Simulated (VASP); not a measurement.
# HfCd2: single point with PBE

Crystal: HfCd2.

```xyz
6
Lattice="4.3371 0.0000 0.0000 0.0000 4.3371 0.0000 0.0000 0.0000 6.6176" Properties=species:S:1:pos:R:3 pbc="T T T"
Hf    0.0000    2.1686    4.6323
Hf    2.1686    0.0000    1.9853
Cd    0.0000    0.0000    0.0000
Cd    2.1686    2.1686    0.0000
Cd    0.0000    2.1686    1.7868
Cd    2.1686    0.0000    4.8308
```

* Program: VASP 6.6.1
* Task: single point
* Functional: PBE
* Potentials or basis: VASP PAW PBE potentials, release 64 (Hf_pv, Cd)
* Cutoff: 500 eV
* k mesh: 4 × 4 × 4
* Occupations: gaussian, width 0.1 eV
* Spin: no spin polarisation

| Quantity | Value |
| --- | --- |
| Pressure | 8.6 GPa |
| Largest force | 1.150 eV/Å |
| Band gap on the k mesh | zero (bands 34 and 35 overlap by 0.96 eV) |

Forces on the atoms (eV/Å):
```
Hf   0.000  0.000 -1.150
Hf   0.000  0.000  1.150
Cd   0.000  0.000  0.000
Cd   0.000  0.000  0.000
Cd   0.000  0.000  0.751
Cd   0.000  0.000 -0.751
```

Stress tensor (GPa, compression positive):
```
 6.46  0.00  0.00
 0.00  6.46  0.00
 0.00  0.00 13.01
```

Levels at points of the mesh, in eV from the Fermi level:
```tsv
k point	band 31	band 32	band 33	band 34	band 35	band 36	band 37	band 38
(0.00, 0.00, 0.00)	-1.02	-1.02	0.03	0.24	1.12	1.12	1.45	1.67
(0.50, 0.00, 0.00)	-2.11	-2.11	-0.42	-0.42	0.85	0.85	1.14	1.14
(0.50, 0.50, 0.00)	-1.23	-1.23	-0.76	-0.76	-0.73	-0.73	1.71	1.71
(0.00, 0.00, 0.50)	-1.31	-0.66	-0.65	-0.34	0.61	0.61	1.61	1.75
(0.50, 0.00, 0.50)	-0.95	-0.95	-0.86	-0.86	0.78	0.78	1.55	1.55
(0.50, 0.50, 0.50)	-2.59	-2.59	-1.69	-1.69	-0.08	-0.08	1.96	1.96
```

It took 100 s on 1 thread of Oxide Virtual Turin-like Processor, with other jobs on the host, peak memory 0.21 GiB.

Caveat: the k points lie up to 0.36 Å⁻¹ apart, too coarse for converged energies and pressures of a metal; spin-orbit coupling is left out, which moves the levels of the heavy elements; forces of over 1 eV/Å act on the atoms, so gaps and moduli don't describe the material at rest.
